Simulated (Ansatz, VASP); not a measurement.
**SiO2: VASP beside Ansatz**

```xyz
6
Lattice="4.2338 0.0000 0.0000 0.0000 4.2338 0.0000 0.0000 0.0000 2.6917" Properties=species:S:1:pos:R:3 pbc="T T T"
Si    0.0000    0.0000    0.0000
Si    2.1169    2.1169    1.3459
O     1.3001    1.3001    0.0000
O     0.8167    3.4170    1.3459
O     2.9336    2.9336    0.0000
O     3.4170    0.8167    1.3459
```

Alike in both runs: task relaxation of cell and atoms; functional PBE; k mesh 6 × 6 × 8; occupations gaussian, width 0.02 eV; no spin polarisation.

|  | VASP | Ansatz |
| --- | --- | --- |
| version | VASP 6.6.1 | Ansatz 0.2.0 |
| potentials or method | VASP PAW PBE potentials, release 64 (Si, O), cutoff 600 eV | scalar-relativistic, plane waves, PAW |
| valence electrons in the cell | 32 | 32 |

|  | VASP | Ansatz | Ansatz less VASP |
| --- | --- | --- | --- |
| gap on the k mesh at the Fermi level, each at its own relaxed structure (eV) | 5.04 | 5.04 | +0.004 |
| relaxed volume (Å³/atom) | 8.03 | 8.05 | +0.012 |
| relaxed cell length with the largest relative difference (Å) | 4.231 | 4.236 | +0.0051 |
